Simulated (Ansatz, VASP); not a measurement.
**Two plane-wave programs on BaTiO3**

File POSCAR:

```
BaTiO3
1.0
    3.9672394100      0.0000000000      0.0000000000
    0.0000000000      3.9672394100      0.0000000000
    0.0000000000      0.0000000000      3.9672394100
Ba Ti O
1 1 3
Direct
    0.5000000000      0.5000000000      0.5000000000
    0.0000000000      0.0000000000      0.0000000000
    0.5000000000      0.0000000000      0.0000000000
    0.0000000000      0.5000000000      0.0000000000
    0.0000000000      0.0000000000      0.5000000000
```

File INCAR.step1:

```
ALGO = Normal ; EDIFF = 1E-4
ENCUT = 520 ; GGA = PE
ISMEAR = 0 ; LASPH = True
LCHARG = False ; LREAL = False
LWAVE = True ; NBANDS = 28
NELM = 100 ; PREC = Accurate
SIGMA = 0.05
```

File INCAR.step2:

```
ALGO = Normal ; EDIFF = 1E-6
ENCUT = 520 ; ISIF = 2
ISMEAR = 0 ; ISTART = 1
LASPH = True ; LCHARG = False
LMIXTAU = True ; LREAL = False
LWAVE = False ; METAGGA = R2SCAN
NBANDS = 28 ; NELM = 100
PREC = Accurate ; SIGMA = 0.05
```

KPOINTS

```
k-points
0
Gamma
  6 6 6
```

Input for Ansatz:

```yaml
crystal:
  lattice:
    - [3.96723941, 0.0, 0.0]
    - [0.0, 3.96723941, 0.0]
    - [0.0, 0.0, 3.96723941]
  atoms:
    - { symbol: Ba, position: [0.5, 0.5, 0.5] }
    - { symbol: Ti, position: [0.0, 0.0, 0.0] }
    - { symbol: O, position: [0.5, 0.0, 0.0] }
    - { symbol: O, position: [0.0, 0.5, 0.0] }
    - { symbol: O, position: [0.0, 0.0, 0.5] }
basis:
  ecutwfc: 500
  ecutrho_ratio: 4
kpoints:
  mp_grid: { grid: [6, 6, 6] }
hamiltonian:
  xc: r2scan
scf:
  occupations: { method: gaussian, width: 0.05 }
output:
  forces: true
  stress: true
  eigenvalues: true
```

Alike in both runs: task single point; functional r2SCAN; k mesh 6 × 6 × 6; occupations gaussian, width 0.05 eV; no spin polarisation.

|  | VASP | Ansatz |
| --- | --- | --- |
| version | VASP 6.6.1 | Ansatz 0.2.0 |
| potentials or method | VASP PAW PBE potentials, release 64 (Ba_sv, Ti_sv, O), cutoff 520 eV | scalar-relativistic, plane waves, PAW |
| valence electrons in the cell | 40 | 40 |

```tsv
	VASP	Ansatz	Ansatz less VASP
gap on the k mesh at the Fermi level (eV)	2.20	2.22	+0.026
least direct gap on the mesh (eV)	2.33	2.31	-0.019
pressure (GPa)	6.0	3.8	-2.15
```

VASP's potentials were made for PBE, not for r2SCAN.

Spin-orbit coupling is off throughout.
